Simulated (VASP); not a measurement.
# PtS2 (P-3m1) in VASP: further runs

Runs on PtS2. Level: PBE. Tasks: single point.

All numbers are computed with VASP 6.6.1; they aren't measurements. Logs are shortened: lines on timing, memory, paths and dates and some standing lists are left out, and cuts for length are marked.

**1. The cell of the first run**

Symmetry: P-3m1, No. 164, trigonal system. The conventional cell has a = 3.553 Å, b = 3.553 Å, c = 5.123 Å, α = 90.00°, β = 90.00°, γ = 120.00°. Pt (site symmetry -3m) has 6 S at 2.39 Å within 3.2 Å. Within 3.2 Å of S (site symmetry 3m) lie 3 Pt at 2.39 Å and 3 S at 3.20 Å.

**2. Single point, PBE**

Contents of INCAR:

```
ALGO = Normal ; EDIFF = 1E-6
ENCUT = 570 ; GGA = PE
GGA_COMPAT = F ; ISIF = 2
ISMEAR = -1 ; LASPH = T
LCHARG = F ; LREAL = F
LWAVE = F ; NBANDS = 22
NELM = 120 ; PREC = Accurate
SIGMA = 0.5
```

Contents of KPOINTS:

```
k-points
0
Gamma
  6 6 4
```

Contents of POSCAR:

```
PtS2
1.0
    3.5526415803      0.0000000000      0.0000000000
   -1.7763207902      3.0766778591      0.0000000000
    0.0000000000      0.0000000000      5.1227110450
Pt S
1 2
Direct
    0.0000000000      0.0000000000      0.0000000000
    0.3333333333      0.6666666667      0.2392599773
    0.6666666667      0.3333333333      0.7607400227
```

Potentials or basis: VASP PAW PBE potentials, release 64 (Pt_sv_GW, S).

Launch:

```
> cat potpaw_PBE.64/Pt_sv_GW/POTCAR potpaw_PBE.64/S/POTCAR > POTCAR
> mpirun -np 1 vasp_std > vasp.out
```

OUTCAR:

```text
EDIFF = 1E-6
   ENCUT = 570
   GGA = PE
   ISIF = 2
   ISMEAR = -1
   LASPH = T
   LREAL = F
   NELM = 120
   PREC = Accurate

 ion  position               nearest neighbor table
   1  0.000  0.000  0.000-   2 2.39   3 2.39   3 2.39   2 2.39   3 2.39   2 2.39
   2  0.333  0.667  0.239-   1 2.39   1 2.39   1 2.39
   3  0.667  0.333  0.761-   1 2.39   1 2.39   1 2.39

  LATTYP: Found a hexagonal cell.
 ALAT       =     3.5526415803
 C/A-ratio  =     1.4419442348

  Lattice vectors:

 A1 = (   3.5526415803,   0.0000000000,   0.0000000000)
 A2 = (  -1.7763207902,   3.0766778591,   0.0000000000)
 A3 = (   0.0000000000,   0.0000000000,   5.1227110450)

Analysis of symmetry for initial positions (statically):
=====================================================================
 Subroutine PRICEL returns:
 Original cell was already a primitive cell.

 Routine SETGRP: Setting up the symmetry group for a
 hexagonal supercell.

 Subroutine GETGRP returns: Found 12 space group operations
 (whereof 12 operations were pure point group operations)
 out of a pool of 24 trial point group operations.

The static configuration has the point symmetry D_3d.

Analysis of symmetry for dynamics (positions and initial velocities):
=====================================================================
 Subroutine PRICEL returns:
 Original cell was already a primitive cell.

 Routine SETGRP: Setting up the symmetry group for a
 hexagonal supercell.

 Subroutine GETGRP returns: Found 12 space group operations
 (whereof 12 operations were pure point group operations)
 out of a pool of 24 trial point group operations.

The dynamic configuration has the point symmetry D_3d.

 Subroutine INISYM returns: Found 12 space group operations
 (whereof 12 operations are pure point group operations),
 and found     1 'primitive' translations

----------------------------------------------------------------------------------------

                                     Primitive cell

  volume of cell :      55.9929

  direct lattice vectors                    reciprocal lattice vectors
     3.552641580  0.000000000  0.000000000     0.281480689  0.162512952  0.000000000
    -1.776320790  3.076677859  0.000000000     0.000000000  0.325025903  0.000000000
[... 80 lines left out ...]
   ISPIN  =      1    spin polarized calculation?
   LNONCOLLINEAR =      F non collinear calculations
   LSORBIT =      F    spin-orbit coupling
   LASPH  =      T    aspherical Exc in radial PAW
   ENCUT  =  570.0 eV  41.89 Ry    6.47 a.u.   6.92  6.92  9.97*2*pi/ulx,y,z
   NELM   =    120;   NELMIN=  2; NELMDL= -5     # of ELM steps
   EDIFF  = 0.1E-05   stopping-criterion for ELM
   LREAL  =      F    real-space projection
   EDIFFG = 0.1E-04   stopping-criterion for IOM
   NSW    =      0    number of steps for IOM
   IBRION =     -1    ionic relax: 0-MD 1-quasi-New 2-CG
   NFREE  =      0    steps in history (QN), initial steepest desc. (CG)
   ISIF   =      2    stress and relaxation
   ISYM   =      2    0-nonsym 1-usesym 2-fastsym
   POTIM  = 0.5000    time-step for ionic-motion
   TEBEG  =    0.0;   TEEND  =   0.0 temperature during run
   PSTRESS=    0.0 pullay stress
   NELECT =      30.0000    total number of electrons
   NUPDOWN=      -1.0000    fix difference up-down
   EMIN   =  10.00;   EMAX   =-10.00  energy-range for DOS
   EFERMI =   0.00;   METHOD = LEGACY
   ISMEAR =    -1;   SIGMA  =   0.50  broadening in eV -4-tet -1-fermi 0-gaus
   EFERMI_NEDOS =   21; number of points for ismear=-14 and -15
   IALGO  =     38    algorithm
   IMIX   =      4    mixing-type and parameters
     AMIX     =   0.40;   BMIX     =  1.00
     AMIX_MAG =   1.60;   BMIX_MAG =  1.00
  volume/ion in A,a.u.               =      18.66       125.95
  Fermi-wavevector in a.u.,A,eV,Ry     =   1.329650  2.512675 24.054697  1.767970
  Thomas-Fermi vector in A             =   2.458797
   LORBIT       =      0    0 simple, 1 ext, 2 COOP (PROOUT), +10 PAW based schemes
   GGA     = PE    functional components
   LHFCALC =     F    Hartree Fock is set to
   AEXX    =    0.0000 exact exchange contribution
   IVDW    =     0    specifies the selected vdW correction
   LEPSILON=     F    determine dielectric tensor
   LRPA    =     F    only Hartree local field effects (RPA)
 non-spin polarized calculation
  energy-cutoff  :      570.00
  volume of cell :       55.99
 maximum number of plane-waves:      1752
   NGX = 13   NGY = 13   NGZ = 19

 number of electron      29.9999999 magnetization

 Free energy of the ion-electron system (eV)
  ---------------------------------------------------
  ext. energy  EPLUGINS =         0.00000000
  ---------------------------------------------------
  free energy    TOTEN  =       -15.66666174 eV

  energy without entropy =      -14.73338051  energy(sigma->0) =      -15.20002113

 E-fermi :   6.5554     XC(G=0): -10.6998

 val. band max:        6.2500747664   @ k =   0.0000   0.1667   0.2500
 cond. band min:       7.1379109526   @ k =   0.0000   0.3333   0.2500
 fundamental gap:      0.8878361863
 Fermi energy:         6.5553872589

 k-point     1 :       0.0000    0.0000    0.0000
  band No.  band energies     occupation
      1     -93.1412      2.00000
      2     -47.2972      2.00000
      3     -47.2972      2.00000
      4     -47.2085      2.00000
      5      -8.8464      2.00000
      6      -6.0386      2.00000
[... 589 lines left out ...]
     21      14.3172      0.00000
     22      16.9351      0.00000

------------------------ aborting loop because EDIFF is reached ----------------------------------------

  FORCE on cell =-STRESS in cart. coord.  units (eV):
  Direction    XX          YY          ZZ          XY          YZ          ZX
  --------------------------------------------------------------------------------------
  -------------------------------------------------------------------------------------
  Total        1.9432947      1.9432947      1.1052145     -0.0000000      0.0000000      0.0000000
  in kB       55.6052711     55.6052711     31.6245164     -0.0000000      0.0000000      0.0000000
  external PRESSURE =      47.6116862 kB  Pullay stress =       0.0000000 kB

 VOLUME and BASIS-vectors are now :
 -----------------------------------------------------------------------------
  energy-cutoff  :      570.00
  volume of cell :       55.99
      direct lattice vectors                 reciprocal lattice vectors
     3.552641580  0.000000000  0.000000000     0.281480689  0.162512952  0.000000000
    -1.776320790  3.076677859  0.000000000     0.000000000  0.325025903  0.000000000
     0.000000000  0.000000000  5.122711045     0.000000000  0.000000000  0.195209137

 POSITION                                       TOTAL-FORCE (eV/Angst)
 -----------------------------------------------------------------------------------
      0.00000      0.00000      0.00000         0.000000      0.000000      0.000000
     -0.00000      2.05112      1.22566         0.000000      0.000000      0.340063
      1.77632      1.02556      3.89705        -0.000000      0.000000     -0.340063
 -----------------------------------------------------------------------------------
    total drift:                                0.000000      0.000000      0.000000

  FREE ENERGIE OF THE ION-ELECTRON SYSTEM (eV)
  ---------------------------------------------------
  free  energy   TOTEN  =       -15.6666617448 eV

  energy  without entropy=      -14.7333805121  energy(sigma->0) =      -15.20002113
```

stdout:

```text
POSCAR found type information on POSCAR PtS
 POSCAR found :  2 types and       3 ions
 scaLAPACK will be used
 LDA part: xc-table for (Slater+PW92), standard interpolation
 POSCAR, INCAR and KPOINTS ok, starting setup
 FFT: planning ... GRIDC
 FFT: planning ... GRID_SOFT
 FFT: planning ... GRID
 WAVECAR not read
 entering main loop
```

Run time: 22 s. Hardware: 1 thread of Intel Xeon Platinum 8375C at 2.90GHz (Ice Lake), shared host; peak memory 0.2 GiB.

Results:

* Free energy: -15.6667 eV
* Pressure: 4.8 GPa
* Largest force: 0.340 eV/Å
* Band gap on the k mesh: 0.89 eV (least direct gap 1.45 eV)

Forces on the atoms (eV/Å):
```
Pt   0.000  0.000  0.000
S    0.000  0.000  0.340
S    0.000  0.000 -0.340
```

Caveat: the cell stands under pressure; so wide a smearing shifts energies and pressures; spin-orbit coupling is left out, which moves the levels of the heavy elements. A k mesh can miss the band edges.

**3. Single point, PBE**

Contents of INCAR:

```
SYSTEM = PtS2
  PREC = Accurate
  ENCUT = 570
  EDIFF = 1E-6
  ISMEAR = -1
  SIGMA = 0.05
  LREAL = .False.
  LASPH = .True.
  NELM = 120
  ALGO = Normal
  ISIF = 2
  LWAVE = .False.
  LCHARG = .False.
  GGA = PE
  NBANDS = 22
  GGA_COMPAT = .False.
```

Contents of KPOINTS:

```
regular mesh
0
Gamma
  6 6 4
  0 0 0
```

POSCAR is that of step 2.

Potentials or basis: VASP PAW PBE potentials, release 64 (Pt_sv_GW, S).

Launch:

```
> cat potpaw_PBE.64/Pt_sv_GW/POTCAR potpaw_PBE.64/S/POTCAR > POTCAR
> mpirun -np 1 vasp_std > vasp.out
```

OUTCAR:

```text
SYSTEM = PtS2
   PREC = Accurate
   ENCUT = 570
   EDIFF = 1E-6
   ISMEAR = -1
   LREAL = .False.
   LASPH = .True.
   NELM = 120
   ISIF = 2
   GGA = PE

 ion  position               nearest neighbor table
   1  0.000  0.000  0.000-   2 2.39   3 2.39   3 2.39   2 2.39   3 2.39   2 2.39
   2  0.333  0.667  0.239-   1 2.39   1 2.39   1 2.39
   3  0.667  0.333  0.761-   1 2.39   1 2.39   1 2.39

  LATTYP: Found a hexagonal cell.
 ALAT       =     3.5526415803
 C/A-ratio  =     1.4419442348

  Lattice vectors:

 A1 = (   3.5526415803,   0.0000000000,   0.0000000000)
 A2 = (  -1.7763207902,   3.0766778591,   0.0000000000)
 A3 = (   0.0000000000,   0.0000000000,   5.1227110450)

Analysis of symmetry for initial positions (statically):
=====================================================================
 Subroutine PRICEL returns:
 Original cell was already a primitive cell.

 Routine SETGRP: Setting up the symmetry group for a
 hexagonal supercell.

 Subroutine GETGRP returns: Found 12 space group operations
 (whereof 12 operations were pure point group operations)
 out of a pool of 24 trial point group operations.

The static configuration has the point symmetry D_3d.

[... 158 lines left out ...]
  energy without entropy =      -15.36264431  energy(sigma->0) =      -15.36265530

 E-fermi :   6.6905     XC(G=0): -10.6864

 val. band max:        6.2770086665   @ k =   0.0000   0.0000   0.0000
 cond. band min:       7.1300631097   @ k =   0.0000   0.3333   0.2500
 fundamental gap:      0.8530544431
 Fermi energy:         6.6905081708

 k-point     1 :       0.0000    0.0000    0.0000
  band No.  band energies     occupation
      1     -93.2138      2.00000
      2     -47.3610      2.00000
      3     -47.3610      2.00000
      4     -47.2681      2.00000
      5      -8.8280      2.00000
      6      -6.0151      2.00000
[... 589 lines left out ...]
     21      14.3338      0.00000
     22      16.9509      0.00000

------------------------ aborting loop because EDIFF is reached ----------------------------------------

  FORCE on cell =-STRESS in cart. coord.  units (eV):
  Direction    XX          YY          ZZ          XY          YZ          ZX
  --------------------------------------------------------------------------------------
  -------------------------------------------------------------------------------------
  Total        1.1750905      1.1750905      0.7006479     -0.0000000      0.0000000      0.0000000
  in kB       33.6239408     33.6239408     20.0482814     -0.0000000      0.0000000      0.0000000
  external PRESSURE =      29.0987210 kB  Pullay stress =       0.0000000 kB

 VOLUME and BASIS-vectors are now :
 -----------------------------------------------------------------------------
  energy-cutoff  :      570.00
  volume of cell :       55.99
      direct lattice vectors                 reciprocal lattice vectors
     3.552641580  0.000000000  0.000000000     0.281480689  0.162512952  0.000000000
    -1.776320790  3.076677859  0.000000000     0.000000000  0.325025903  0.000000000
     0.000000000  0.000000000  5.122711045     0.000000000  0.000000000  0.195209137

 POSITION                                       TOTAL-FORCE (eV/Angst)
 -----------------------------------------------------------------------------------
      0.00000      0.00000      0.00000         0.000000      0.000000      0.000000
     -0.00000      2.05112      1.22566        -0.000000      0.000000      0.040160
      1.77632      1.02556      3.89705         0.000000      0.000000     -0.040160
 -----------------------------------------------------------------------------------
    total drift:                                0.000000      0.000000      0.000000

  FREE ENERGIE OF THE ION-ELECTRON SYSTEM (eV)
  ---------------------------------------------------
  free  energy   TOTEN  =       -15.3626663006 eV

  energy  without entropy=      -15.3626443083  energy(sigma->0) =      -15.36265530
```

OSZICAR:

```text
N       E                     dE             d eps       ncg     rms          rms(c)
DAV:   1     0.189354074160E+03    0.18935E+03   -0.18558E+04  1256   0.140E+03
DAV:   2    -0.104481912903E+02   -0.19980E+03   -0.19072E+03  1342   0.354E+02
DAV:   3    -0.192686144904E+02   -0.88204E+01   -0.86850E+01  1296   0.658E+01
DAV:   4    -0.193905898002E+02   -0.12198E+00   -0.12181E+00  1294   0.786E+00
DAV:   5    -0.193934271879E+02   -0.28374E-02   -0.28365E-02  1398   0.973E-01    0.592E+01
DAV:   6    -0.160352214251E+02    0.33582E+01   -0.29097E+01  1404   0.358E+01    0.480E+01
DAV:   7    -0.154176216637E+02    0.61760E+00   -0.52279E+00  1308   0.201E+01    0.262E+01
DAV:   8    -0.153862820923E+02    0.31340E-01   -0.36669E-01  1182   0.454E+00    0.290E+00
DAV:   9    -0.153616558711E+02    0.24626E-01   -0.10616E-01  1442   0.246E+00    0.399E-01
DAV:  10    -0.153626694254E+02   -0.10136E-02   -0.12262E-02  1206   0.830E-01    0.255E-01
DAV:  11    -0.153626577520E+02    0.11673E-04   -0.18404E-04  1342   0.115E-01    0.127E-01
DAV:  12    -0.153626756604E+02   -0.17908E-04   -0.11755E-04  1216   0.814E-02    0.112E-01
DAV:  13    -0.153626658792E+02    0.97813E-05   -0.35839E-05  1176   0.343E-02    0.188E-02
DAV:  14    -0.153626663006E+02   -0.42143E-06   -0.36714E-06  1296   0.134E-02
   1 F= -.15362666E+02 E0= -.15362655E+02  d E =-.219923E-04
```

It took 44 s on 1 thread of Intel Xeon Platinum 8488C (Sapphire Rapids), shared host; peak memory 0.19 GiB.

Results:

- Free energy: -15.3627 eV
- Pressure: 2.9 GPa
- Largest force: 0.040 eV/Å
- Band gap on the k mesh: 0.85 eV (least direct gap 1.42 eV)

Forces in eV/Å, atoms in the order of the input:
```
Pt   0.000  0.000  0.000
S    0.000  0.000  0.040
S    0.000  0.000 -0.040
```

Caveat: spin-orbit coupling is left out, which moves the levels of the heavy elements. A k mesh can miss the band edges.
